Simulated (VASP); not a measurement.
# GdO (F-43m) in VASP: notebook, part 2 of 2

VASP 6.6.1.

**5. Single point, PBE-based global hybrid with 10 % exact exchange, collinear spin, ferromagnetic start**

POSCAR

```
GdO
1.0
    0.0000000000      2.7000000000      2.7000000000
    2.7000000000      0.0000000000      2.7000000000
    2.7000000000      2.7000000000      0.0000000000
Gd O
1 1
Direct
    0.0000000000      0.0000000000      0.0000000000
    0.7500000000      0.7500000000      0.7500000000
```

INCAR.step1

```
ALGO     = Normal         # electronic algorithm
EDIFF    = 1E-5           # SCF threshold, eV
ENCUT    = 520            # plane-wave cutoff, eV
GGA      = PE             # functional
ISIF     = 2              # what is computed and relaxed
ISMEAR   = -1             # smearing method
ISPIN    = 2              # spin polarisation
KPAR     = 4            
LASPH    = T              # aspherical terms in the spheres
LCHARG   = F              # write CHGCAR
LMAXMIX  = 6              # l up to which the mixer works
LORBIT   = 11             # projections on sites
LREAL    = F              # projectors in reciprocal space
LWAVE    = T              # write WAVECAR
MAGMOM   = 7 0            # initial moments
NBANDS   = 23             # bands
NELM     = 150            # most SCF steps
PREC     = Accurate       # precision mode
SIGMA    = 0.05           # smearing width, eV
```

INCAR.step2

```
AEXX     = 0.1            # exact-exchange fraction
ALGO     = Normal         # electronic algorithm
EDIFF    = 1E-7           # SCF threshold, eV
ENCUT    = 520            # plane-wave cutoff, eV
GGA      = PE             # functional
ISIF     = 2              # what is computed and relaxed
ISMEAR   = -1             # smearing method
ISPIN    = 2              # spin polarisation
ISTART   = 1            
KPAR     = 4            
LASPH    = T              # aspherical terms in the spheres
LCHARG   = F              # write CHGCAR
LHFCALC  = T              # exact exchange
LMAXMIX  = 6              # l up to which the mixer works
LORBIT   = 11             # projections on sites
LREAL    = F              # projectors in reciprocal space
LWAVE    = F              # write WAVECAR
MAGMOM   = 7 0            # initial moments
NBANDS   = 23             # bands
NELM     = 150            # most SCF steps
PREC     = Accurate       # precision mode
PRECFOCK = Normal       
SIGMA    = 0.05           # smearing width, eV
```

KPOINTS

```
k-points
0
Gamma
  5 5 5
```

Potentials or basis: VASP PAW PBE potentials, release 64 (Gd, O).

Launch:

```bash
$ cat potpaw_PBE.64/Gd/POTCAR potpaw_PBE.64/O/POTCAR > POTCAR
$ cp INCAR.step1 INCAR
$ mpirun -np 4 vasp_std > vasp.out
$ cp INCAR.step2 INCAR
$ mpirun -np 4 vasp_std > vasp.out
```

OUTCAR:

```text
AEXX = 0.1
   EDIFF = 1E-7
   ENCUT = 520
   GGA = PE
   ISIF = 2
   ISMEAR = -1
   ISPIN = 2
   ISTART = 1
   LASPH = T
   LHFCALC = T
   LORBIT = 11
   LREAL = F
   NELM = 150
   PREC = Accurate
   PRECFOCK = Normal

 ion  position               nearest neighbor table
   1  0.000  0.000  0.000-   2 2.34   2 2.34   2 2.34   2 2.34
   2  0.750  0.750  0.750-   1 2.34   1 2.34   1 2.34   1 2.34

  LATTYP: Found a face centered cubic cell.
 ALAT       =     5.4000000000

  Lattice vectors:

 A1 = (   0.0000000000,   2.7000000000,   2.7000000000)
 A2 = (   2.7000000000,   0.0000000000,   2.7000000000)
 A3 = (   2.7000000000,   2.7000000000,   0.0000000000)

Analysis of symmetry for initial positions (statically):
=====================================================================
 Subroutine PRICEL returns:
 Original cell was already a primitive cell.

 Routine SETGRP: Setting up the symmetry group for a
 face centered cubic supercell.

 Subroutine GETGRP returns: Found 24 space group operations
 (whereof 24 operations were pure point group operations)
 out of a pool of 48 trial point group operations.

The static configuration has the point symmetry T_d .

Analysis of symmetry for dynamics (positions and initial velocities):
=====================================================================
 Subroutine PRICEL returns:
 Original cell was already a primitive cell.

 Routine SETGRP: Setting up the symmetry group for a
 face centered cubic supercell.

 Subroutine GETGRP returns: Found 24 space group operations
 (whereof 24 operations were pure point group operations)
 out of a pool of 48 trial point group operations.

The dynamic configuration has the point symmetry T_d .

Analysis of structural, dynamic, and magnetic symmetry:
=====================================================================
 Subroutine PRICEL returns:
 Original cell was already a primitive cell.

 Routine SETGRP: Setting up the symmetry group for a
 face centered cubic supercell.

 Subroutine GETGRP returns: Found 24 space group operations
 (whereof 24 operations were pure point group operations)
 out of a pool of 48 trial point group operations.

The overall configuration has the point symmetry T_d .

 Subroutine INISYM returns: Found 24 space group operations
 (whereof 24 operations are pure point group operations),
 and found     1 'primitive' translations

----------------------------------------------------------------------------------------

                                     Primitive cell

  volume of cell :      39.3660

  direct lattice vectors                    reciprocal lattice vectors
     0.000000000  2.700000000  2.700000000    -0.185185185  0.185185185  0.185185185
     2.700000000  0.000000000  2.700000000     0.185185185 -0.185185185  0.185185185
     2.700000000  2.700000000  0.000000000     0.185185185  0.185185185 -0.185185185

  length of vectors
     3.818376618  3.818376618  3.818376618     0.320750150  0.320750150  0.320750150

  position of ions in fractional coordinates (direct lattice)
     0.000000000  0.000000000  0.000000000
     0.750000000  0.750000000  0.750000000

  ion indices of the primitive-cell ions
   primitive index   ion index
                 1           1
[... 59 lines left out ...]
   LREAL  =      F    real-space projection
   EDIFFG = 0.1E-05   stopping-criterion for IOM
   NSW    =      0    number of steps for IOM
   IBRION =     -1    ionic relax: 0-MD 1-quasi-New 2-CG
   NFREE  =      0    steps in history (QN), initial steepest desc. (CG)
   ISIF   =      2    stress and relaxation
   ISYM   =      3    0-nonsym 1-usesym 2-fastsym
   POTIM  = 0.5000    time-step for ionic-motion
   TEBEG  =    0.0;   TEEND  =   0.0 temperature during run
   PSTRESS=    0.0 pullay stress
   NELECT =      24.0000    total number of electrons
   NUPDOWN=      -1.0000    fix difference up-down
   EMIN   =  10.00;   EMAX   =-10.00  energy-range for DOS
   EFERMI =   0.00;   METHOD = LEGACY
   ISMEAR =    -1;   SIGMA  =   0.05  broadening in eV -4-tet -1-fermi 0-gaus
   EFERMI_NEDOS =   21; number of points for ismear=-14 and -15
   IALGO  =     38    algorithm
   IMIX   =      1    mixing-type and parameters
     AMIX     =   0.40;   BMIX     =  1.00
     AMIX_MAG =   1.60;   BMIX_MAG =  1.00
  volume/ion in A,a.u.               =      19.68       132.83
  Fermi-wavevector in a.u.,A,eV,Ry     =   1.388156  2.623234 26.218100  1.926976
  Thomas-Fermi vector in A             =   2.512309
   LORBIT       =     11    0 simple, 1 ext, 2 COOP (PROOUT), +10 PAW based schemes
   GGA     = PE    functional components
   LHFCALC =     T    Hartree Fock is set to
   PRECFOCK=normal    Normal, Fast or Accurate (Low or Medium for compatibility)
   ENCUT4O =  -1.0   cutoff for four orbital integrals eV
   NKREDX  =     1    reduce k-point grid by
   NKREDY  =     1    reduce k-point grid by
   NKREDZ  =     1    reduce k-point grid by
   AEXX    =    0.1000 exact exchange contribution
   HFSCREEN=    0.0000 screening length (either q_TF or 0.3 A-1)
   HFSCREENC=   0.0000 screening length for correlation (either q_TF or 0.3 A-1)
   ENCUTFOCK=  -1.0 apply spherical cutoff to Coloumb kernel
   IVDW    =     0    specifies the selected vdW correction
   LEPSILON=     F    determine dielectric tensor
   LRPA    =     F    only Hartree local field effects (RPA)
 spin polarized calculation
  energy-cutoff  :      520.00
  volume of cell :       39.37
 maximum number of plane-waves:      1073
  NGX = 24; NGY = 24; NGZ = 24

 number of electron      23.9999990 magnetization       7.8691989

 Free energy of the ion-electron system (eV)
  ---------------------------------------------------
  ext. energy  EPLUGINS =         0.00000000
  ---------------------------------------------------
  free energy    TOTEN  =       -28.52573618 eV

  energy without entropy =      -28.52341106  energy(sigma->0) =      -28.52457362

 E-fermi :   3.9835     XC(G=0):  -9.2384

 val. band max:        3.8757096231   @ k =   0.2000   0.0000   0.0000
 cond. band min:       4.1581270188   @ k =   0.4000   0.0000   0.0000
 fundamental gap:      0.2824173957
 Fermi energy:         3.9835260112

 spin component 1

 k-point     1 :       0.0000    0.0000    0.0000
  band No.  band energies     occupation
      1     -43.2823      1.00000
      2     -19.9621      1.00000
      3     -19.9621      1.00000
      4     -19.9621      1.00000
      5     -16.5368      1.00000
      6      -3.1011      1.00000
[... 249 lines left out ...]
     22      13.0855      0.00000
     23      14.3327      0.00000
 Fermi energy:         3.9835260112

 spin component 2

 k-point     1 :       0.0000    0.0000    0.0000
  band No.  band energies     occupation
      1     -39.9356      1.00000
      2     -17.4672      1.00000
      3     -17.4672      1.00000
      4     -17.4672      1.00000
      5     -16.4329      1.00000
      6      -2.0342      1.00000
[... 249 lines left out ...]
     22      14.3788      0.00000
     23      15.8144      0.00000

------------------------ aborting loop because EDIFF is reached ----------------------------------------

  FORCE on cell =-STRESS in cart. coord.  units (eV):
  Direction    XX          YY          ZZ          XY          YZ          ZX
  --------------------------------------------------------------------------------------
  -------------------------------------------------------------------------------------
  Total       -0.3303773     -0.3303773     -0.3303773      0.0000000      0.0000000      0.0000000
  in kB      -13.4461992    -13.4461992    -13.4461992      0.0000000      0.0000000      0.0000000
  external PRESSURE =     -13.4461992 kB  Pullay stress =       0.0000000 kB

 VOLUME and BASIS-vectors are now :
 -----------------------------------------------------------------------------
  energy-cutoff  :      520.00
  volume of cell :       39.37
      direct lattice vectors                 reciprocal lattice vectors
     0.000000000  2.700000000  2.700000000    -0.185185185  0.185185185  0.185185185
     2.700000000  0.000000000  2.700000000     0.185185185 -0.185185185  0.185185185
     2.700000000  2.700000000  0.000000000     0.185185185  0.185185185 -0.185185185

 POSITION                                       TOTAL-FORCE (eV/Angst)
 -----------------------------------------------------------------------------------
      0.00000      0.00000      0.00000        -0.000000     -0.000000     -0.000000
      4.05000      4.05000      4.05000         0.000000      0.000000      0.000000
 -----------------------------------------------------------------------------------
    total drift:                               -0.000002     -0.000002     -0.000001

  FREE ENERGIE OF THE ION-ELECTRON SYSTEM (eV)
  ---------------------------------------------------
  free  energy   TOTEN  =       -28.5257361798 eV

  energy  without entropy=      -28.5234110621  energy(sigma->0) =      -28.52457362

 total charge

# of ion       s       p       d       f       tot
--------------------------------------------------
    1        2.033   5.650   0.485   6.985  15.153
    2        1.569   3.446   0.000   0.000   5.015
--------------------------------------------------
tot          3.602   9.096   0.485   6.985  20.169

 magnetization (x)

# of ion       s       p       d       f       tot
--------------------------------------------------
    1        0.004  -0.050   0.195   6.881   7.030
    2        0.004   0.006   0.000   0.000   0.010
--------------------------------------------------
tot          0.008  -0.044   0.195   6.881   7.040
```

Run time: 46 min. Hardware: 4 MPI ranks of Oxide Virtual Turin-like, shared host; peak memory 0.19 GiB.

What came out:

```
Free energy                                           : -28.5257 eV
Pressure                                              : -1.3 GPa
Net moment                                            : 7.87 μB per cell
Site moments                                          : Gd +7.03; O +0.01 μB
Valence electrons inside the program's atomic spheres : Gd 15.15; O 5.01
```

Levels at points of the mesh, in eV from the Fermi level:
Spin up:
```
           k point  band 13  band 14  band 15  band 16  band 17  band 18  band 19  band 20
(0.00, 0.00, 0.00)    -5.93    -5.93    -5.93    -2.62     2.97     2.97     4.88     4.88
```
Spin down:
```csv
k point,band 5,band 6,band 7,band 8,band 9,band 10,band 11,band 12
"(0.00, 0.00, 0.00)",-20.42,-6.02,-6.02,-6.02,-1.21,1.60,1.60,1.60
```

Caveat: the k points lie up to 0.40 Å⁻¹ apart; the PAW data sets were made with another functional, which shifts forces and pressure a little; spin-orbit coupling is left out, which moves the levels of the heavy elements; a cell with one magnetic atom can't hold antiferromagnetic order, which such compounds often take.

**6. The runs side by side**

```tsv
level	k mesh	share of exact exchange	screening parameter	gap on the mesh (eV)	pressure (GPa)	moment (μB)
PBE-based screened hybrid with 25 % exact exchange	5 × 5 × 5	0.25	0.3 1/Å	none	-2.1	7.99
r2SCAN0	5 × 5 × 5	0.25	-	none	-2.8	7.98
PBE0	4 × 4 × 4	0.25	-	none	-2.2	7.97
PBE-based global hybrid with 10 % exact exchange	5 × 5 × 5	0.1	-	none	-1.3	7.87
```

Alike in all rows: task single point; potentials or basis VASP PAW PBE potentials, release 64 (Gd, O); spin collinear, ferromagnetic start; cell as given; cutoff (eV) 520; smearing fermi-dirac 0.05 eV.

Caveats: all runs use coarse meshes; the PAW data sets were made with another functional, which shifts forces and pressure a little; spin-orbit coupling is left out, which moves the levels of the heavy elements; a cell with one magnetic atom can't hold antiferromagnetic order, which such compounds often take.

Absolute energies hang on the potentials; compare differences alone.

The gap in the log of VASP goes by the Fermi energy; the results here count the filled bands.